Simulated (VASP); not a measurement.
# Sb2S (Fm-3m) in VASP: further runs

Sb2S is run at these levels: PBE; tasks: single point, relaxation of cell and atoms.

All numbers are computed with VASP 6.6.1; they aren't measurements. Logs are shortened: lines on timing, memory, paths and dates and some standing lists are left out, and cuts for length are marked.

## 1. The cell of the first run

It takes space group Fm-3m (No. 225, cubic). The conventional cell has a = 6.751 Å, b = 6.751 Å, c = 6.751 Å, α = 90.00°, β = 90.00°, γ = 90.00°. Sb (site symmetry -43m) has 4 S at 2.92 Å and 6 Sb at 3.38 Å within 3.9 Å. Within 3.9 Å of S (site symmetry m-3m) lie 8 Sb at 2.92 Å.

## 2. Single point, PBE

File INCAR:

```
ALGO = Normal ; EDIFF = 1E-7
ENCUT = 520 ; GGA = PE
ISIF = 2 ; ISMEAR = 0
LASPH = True ; LCHARG = False
LREAL = False ; LWAVE = False
NBANDS = 15 ; NELM = 60
PREC = Accurate ; SIGMA = 0.1
```

File KPOINTS:

```
k-points
0
Gamma
  4 4 4
```

File POSCAR:

```
Sb2S
1.0
    0.0000000000      3.3753540700      3.3753540700
    3.3753540700      0.0000000000      3.3753540700
    3.3753540700      3.3753540700      0.0000000000
Sb S
2 1
Direct
    0.2500000000      0.2500000000      0.2500000000
    0.7500000000      0.7500000000      0.7500000000
    0.0000000000      0.0000000000      0.0000000000
```

Potentials or basis: VASP PAW PBE potentials, release 64 (Sb, S).

Run with:

```console
$ cat potpaw_PBE.64/Sb/POTCAR potpaw_PBE.64/S/POTCAR > POTCAR
$ mpirun -np 1 vasp_std > vasp.out
```

OUTCAR:

```text
EDIFF = 1E-7
   ENCUT = 520
   GGA = PE
   ISIF = 2
   ISMEAR = 0
   LASPH = True
   LREAL = False
   NELM = 60
   PREC = Accurate

 ion  position               nearest neighbor table
   1  0.250  0.250  0.250-   3 2.92   3 2.92   3 2.92   3 2.92   2 3.38   2 3.38   2 3.38   2 3.38
                             2 3.38   2 3.38
   2  0.750  0.750  0.750-   3 2.92   3 2.92   3 2.92   3 2.92   1 3.38   1 3.38   1 3.38   1 3.38
                             1 3.38   1 3.38
   3  0.000  0.000  0.000-   2 2.92   2 2.92   2 2.92   1 2.92   2 2.92   1 2.92   1 2.92   1 2.92

  LATTYP: Found a face centered cubic cell.
 ALAT       =     6.7507081400

  Lattice vectors:

 A1 = (   0.0000000000,   3.3753540700,   3.3753540700)
 A2 = (   3.3753540700,   0.0000000000,   3.3753540700)
 A3 = (   3.3753540700,   3.3753540700,   0.0000000000)

Analysis of symmetry for initial positions (statically):
=====================================================================
 Subroutine PRICEL returns:
 Original cell was already a primitive cell.

 Routine SETGRP: Setting up the symmetry group for a
 face centered cubic supercell.

 Subroutine GETGRP returns: Found 48 space group operations
 (whereof 48 operations were pure point group operations)
 out of a pool of 48 trial point group operations.

The static configuration has the point symmetry O_h .

Analysis of symmetry for dynamics (positions and initial velocities):
=====================================================================
 Subroutine PRICEL returns:
 Original cell was already a primitive cell.

 Routine SETGRP: Setting up the symmetry group for a
 face centered cubic supercell.

 Subroutine GETGRP returns: Found 48 space group operations
 (whereof 48 operations were pure point group operations)
 out of a pool of 48 trial point group operations.

The dynamic configuration has the point symmetry O_h .

 Subroutine INISYM returns: Found 48 space group operations
 (whereof 48 operations are pure point group operations),
 and found     1 'primitive' translations

----------------------------------------------------------------------------------------

                                     Primitive cell

  volume of cell :      76.9109

  direct lattice vectors                    reciprocal lattice vectors
     0.000000000  3.375354070  3.375354070    -0.148132608  0.148132608  0.148132608
     3.375354070  0.000000000  3.375354070     0.148132608 -0.148132608  0.148132608
     3.375354070  3.375354070  0.000000000     0.148132608  0.148132608 -0.148132608

  length of vectors
     4.773471504  4.773471504  4.773471504     0.256573203  0.256573203  0.256573203

  position of ions in fractional coordinates (direct lattice)
     0.250000000  0.250000000  0.250000000
     0.750000000  0.750000000  0.750000000
     0.000000000  0.000000000  0.000000000

  ion indices of the primitive-cell ions
   primitive index   ion index
                 1           1
                 2           2
                 3           3

----------------------------------------------------------------------------------------

 KPOINTS: k-points

Automatic generation of k-mesh.
 Grid dimensions read from file:
 generate k-points for:    4    4    4

 Generating k-lattice:

  Cartesian coordinates                     Fractional coordinates (reciprocal lattice)
    -0.037033152  0.037033152  0.037033152     0.250000000  0.000000000  0.000000000
     0.037033152 -0.037033152  0.037033152     0.000000000  0.250000000  0.000000000
     0.037033152  0.037033152 -0.037033152     0.000000000  0.000000000  0.250000000

  Length of vectors
     0.064143301  0.064143301  0.064143301

  Shift w.r.t. Gamma in fractional coordinates (k-lattice)
     0.000000000  0.000000000  0.000000000

 Subroutine IBZKPT returns following result:
 ===========================================

 Found      8 irreducible k-points:

 Following reciprocal coordinates:
            Coordinates               Weight
  0.000000  0.000000  0.000000      1.000000
  0.250000  0.000000  0.000000      8.000000
  0.500000  0.000000  0.000000      4.000000
  0.250000  0.250000  0.000000      6.000000
  0.500000  0.250000  0.000000     24.000000
 -0.250000  0.250000  0.000000     12.000000
  0.500000  0.500000  0.000000      3.000000
 -0.250000  0.500000  0.250000      6.000000
   k-points           NKPTS =      8   k-points in BZ     NKDIM =      8   number of bands    NBANDS=     15
   number of dos      NEDOS =    301   number of ions     NIONS =      3
   total plane-waves  NPLWV =  46656
   dimension x,y,z NGX =    36 NGY =   36 NGZ =   36
   dimension x,y,z NGXF=    72 NGYF=   72 NGZF=   72
   ions per type =               2   1
   NGX,Y,Z   is equivalent  to a cutoff of  12.54, 12.54, 12.54 a.u.
   NGXF,Y,Z  is equivalent  to a cutoff of  25.08, 25.08, 25.08 a.u.
 SYSTEM =  unknown system
   PREC   = accura    normal or accurate (medium, high low for compatibility)
   ISTART =      0    job   : 0-new  1-cont  2-samecut
   ICHARG =      2    charge: 1-file 2-atom 10-const
   ISPIN  =      1    spin polarized calculation?
   LNONCOLLINEAR =      F non collinear calculations
   LSORBIT =      F    spin-orbit coupling
   LASPH  =      T    aspherical Exc in radial PAW
   ENCUT  =  520.0 eV  38.22 Ry    6.18 a.u.   8.88  8.88  8.88*2*pi/ulx,y,z
   NELM   =     60;   NELMIN=  2; NELMDL= -5     # of ELM steps
   EDIFF  = 0.1E-06   stopping-criterion for ELM
   LREAL  =      F    real-space projection
   EDIFFG = 0.1E-05   stopping-criterion for IOM
   NSW    =      0    number of steps for IOM
   IBRION =     -1    ionic relax: 0-MD 1-quasi-New 2-CG
   NFREE  =      0    steps in history (QN), initial steepest desc. (CG)
   ISIF   =      2    stress and relaxation
   ISYM   =      2    0-nonsym 1-usesym 2-fastsym
   POTIM  = 0.5000    time-step for ionic-motion
   TEBEG  =    0.0;   TEEND  =   0.0 temperature during run
   PSTRESS=    0.0 pullay stress
   NELECT =      16.0000    total number of electrons
   NUPDOWN=      -1.0000    fix difference up-down
   EMIN   =  10.00;   EMAX   =-10.00  energy-range for DOS
   EFERMI =   0.00;   METHOD = LEGACY
   ISMEAR =     0;   SIGMA  =   0.10  broadening in eV -4-tet -1-fermi 0-gaus
   EFERMI_NEDOS =   21; number of points for ismear=-14 and -15
   IALGO  =     38    algorithm
   IMIX   =      4    mixing-type and parameters
     AMIX     =   0.40;   BMIX     =  1.00
     AMIX_MAG =   1.60;   BMIX_MAG =  1.00
  volume/ion in A,a.u.               =      25.64       173.01
  Fermi-wavevector in a.u.,A,eV,Ry     =   0.970031  1.833092 12.802533  0.940960
  Thomas-Fermi vector in A             =   2.100132
   LORBIT       =      0    0 simple, 1 ext, 2 COOP (PROOUT), +10 PAW based schemes
   GGA     = PE    functional components
   LHFCALC =     F    Hartree Fock is set to
   AEXX    =    0.0000 exact exchange contribution
   IVDW    =     0    specifies the selected vdW correction
   LEPSILON=     F    determine dielectric tensor
   LRPA    =     F    only Hartree local field effects (RPA)
 non-spin polarized calculation
 Gauss-broadening in eV      SIGMA  =   0.10
  energy-cutoff  :      520.00
  volume of cell :       76.91
 maximum number of plane-waves:      2120
   NGX = 17   NGY = 17   NGZ = 17

 number of electron      16.0000001 magnetization

 Free energy of the ion-electron system (eV)
  ---------------------------------------------------
  ext. energy  EPLUGINS =         0.00000000
  ---------------------------------------------------
  free energy    TOTEN  =       -10.95621074 eV

  energy without entropy =      -10.93017995  energy(sigma->0) =      -10.94319534

 E-fermi :   7.1500     XC(G=0):  -9.8455

 val. band max:        7.1369240369   @ k =   0.5000   0.2500   0.0000
 cond. band min:       7.6588470383   @ k =   0.2500   0.2500   0.0000
 fundamental gap:      0.5219230014
 Fermi energy:         7.1499837706

 k-point     1 :       0.0000    0.0000    0.0000
  band No.  band energies     occupation
      1      -7.5336      2.00000
      2      -1.3945      2.00000
      3       0.7528      2.00000
      4       3.2382      2.00000
      5       3.2382      2.00000
      6       3.2382      2.00000
      7       4.7955      2.00000
      8       4.7955      2.00000
      9       4.7955      2.00000
     10       9.6457      0.00000
     11       9.6457      0.00000
     12       9.6457      0.00000
     13      11.8134      0.00000
     14      11.8134      0.00000
     15      13.5195      0.00000

 k-point     2 :       0.2500    0.0000    0.0000
  band No.  band energies     occupation
      1      -7.1696      2.00000
      2      -2.1043      2.00000
      3      -0.4927      2.00000
      4       2.7506      2.00000
      5       2.7506      2.00000
      6       3.7503      2.00000
      7       5.5037      2.00000
      8       5.5037      2.00000
      9       7.0953      1.56041
     10       8.8455      0.00000
     11       8.8455      0.00000
     12       9.1666      0.00000
     13      13.8013      0.00000
     14      14.1626      0.00000
     15      14.1626      0.00000

 k-point     3 :       0.5000    0.0000    0.0000
  band No.  band energies     occupation
      1      -6.6699      2.00000
      2      -3.0200      2.00000
      3      -1.2407      2.00000
      4       2.4657      2.00000
      5       2.4657      2.00000
      6       5.0210      2.00000
      7       5.7370      2.00000
      8       5.7370      2.00000
      9       8.2193      0.00000
     10       8.3997      0.00000
     11       9.2704      0.00000
     12       9.2704      0.00000
     13      13.3648      0.00000
     14      13.3648      0.00000
     15      14.4455      0.00000

 k-point     4 :       0.2500    0.2500    0.0000
  band No.  band energies     occupation
      1      -7.0431      2.00000
      2      -2.2931      2.00000
      3      -0.4256      2.00000
      4       2.0238      2.00000
      5       2.0238      2.00000
      6       3.9892      2.00000
      7       6.5119      2.00000
      8       6.5119      2.00000
      9       6.6010      2.00000
     10       7.6588      0.00000
     11      10.5349      0.00000
     12      10.5349      0.00000
     13      12.5131      0.00000
     14      13.6506      0.00000
     15      14.4310      0.00000

 k-point     5 :       0.5000    0.2500    0.0000
  band No.  band energies     occupation
      1      -6.5259      2.00000
      2      -2.8469      2.00000
      3      -1.7591      2.00000
      4       1.8124      2.00000
      5       2.4348      2.00000
      6       4.4308      2.00000
      7       5.8207      2.00000
      8       7.1369      1.14653
      9       7.6650      0.00000
     10       9.4574      0.00000
     11       9.4914      0.00000
     12      10.2029      0.00000
     13      13.1321      0.00000
     14      13.8669      0.00000
     15      15.5969      0.00000

 k-point     6 :      -0.2500    0.2500    0.0000
  band No.  band energies     occupation
      1      -6.7086      2.00000
      2      -2.4883      2.00000
      3      -1.8221      2.00000
      4       2.3840      2.00000
      5       2.7795      2.00000
      6       3.8572      2.00000
      7       6.4544      2.00000
      8       6.5123      2.00000
      9       7.7237      0.00000
     10       7.8911      0.00000
     11       8.8315      0.00000
     12      11.2033      0.00000
     13      12.4246      0.00000
     14      14.1702      0.00000
     15      15.3658      0.00000

 k-point     7 :       0.5000    0.5000    0.0000
  band No.  band energies     occupation
      1      -6.3335      2.00000
      2      -3.3042      2.00000
      3      -1.1254      2.00000
      4       1.3706      2.00000
      5       1.3706      2.00000
      6       3.8556      2.00000
      7       6.3054      2.00000
      8       8.5755      0.00000
      9       8.5755      0.00000
     10       9.7451      0.00000
     11       9.7451      0.00000
     12      11.5429      0.00000
     13      11.9463      0.00000
     14      14.5772      0.00000
     15      14.6468      0.00000

 k-point     8 :      -0.2500    0.5000    0.2500
  band No.  band energies     occupation
      1      -6.3276      2.00000
      2      -2.5591      2.00000
      3      -2.5591      2.00000
      4       1.0633      2.00000
      5       4.0323      2.00000
      6       4.0323      2.00000
      7       5.1163      2.00000
      8       6.8022      2.00000
      9       8.8718      0.00000
     10       8.8718      0.00000
     11      10.1254      0.00000
     12      10.8776      0.00000
     13      13.6241      0.00000
     14      13.8739      0.00000
     15      15.8120      0.00000

------------------------ aborting loop because EDIFF is reached ----------------------------------------

  FORCE on cell =-STRESS in cart. coord.  units (eV):
  Direction    XX          YY          ZZ          XY          YZ          ZX
  --------------------------------------------------------------------------------------
  -------------------------------------------------------------------------------------
  Total        0.2392540      0.2392540      0.2392540     -0.0000000      0.0000000     -0.0000000
  in kB        4.9840429      4.9840429      4.9840429     -0.0000000      0.0000000     -0.0000000
  external PRESSURE =       4.9840429 kB  Pullay stress =       0.0000000 kB

 VOLUME and BASIS-vectors are now :
 -----------------------------------------------------------------------------
  energy-cutoff  :      520.00
  volume of cell :       76.91
      direct lattice vectors                 reciprocal lattice vectors
     0.000000000  3.375354070  3.375354070    -0.148132608  0.148132608  0.148132608
     3.375354070  0.000000000  3.375354070     0.148132608 -0.148132608  0.148132608
     3.375354070  3.375354070  0.000000000     0.148132608  0.148132608 -0.148132608

 POSITION                                       TOTAL-FORCE (eV/Angst)
 -----------------------------------------------------------------------------------
      1.68768      1.68768      1.68768        -0.000000     -0.000000      0.000000
      5.06303      5.06303      5.06303         0.000000      0.000000      0.000000
      0.00000      0.00000      0.00000         0.000000      0.000000     -0.000000
 -----------------------------------------------------------------------------------
    total drift:                                0.000000      0.000000      0.000000

  FREE ENERGIE OF THE ION-ELECTRON SYSTEM (eV)
  ---------------------------------------------------
  free  energy   TOTEN  =       -10.9562107353 eV

  energy  without entropy=      -10.9301799490  energy(sigma->0) =      -10.94319534
```

It took 7 s on 1 thread of Intel Xeon Platinum 8559C (Emerald Rapids), shared host; peak memory 0.2 GiB.

Results:

| Item | Value |
| --- | --- |
| Free energy | -10.9562 eV |
| Pressure | 0.5 GPa |
| Band gap on the k mesh | zero (band 8 reaches 8.58 eV, above the bottom of band 9 at 4.80 eV) |

Caveat: the k points lie up to 0.40 Å⁻¹ apart; spin-orbit coupling is left out, which moves the levels of the heavy elements.

(Continued in part 2 of 2.)
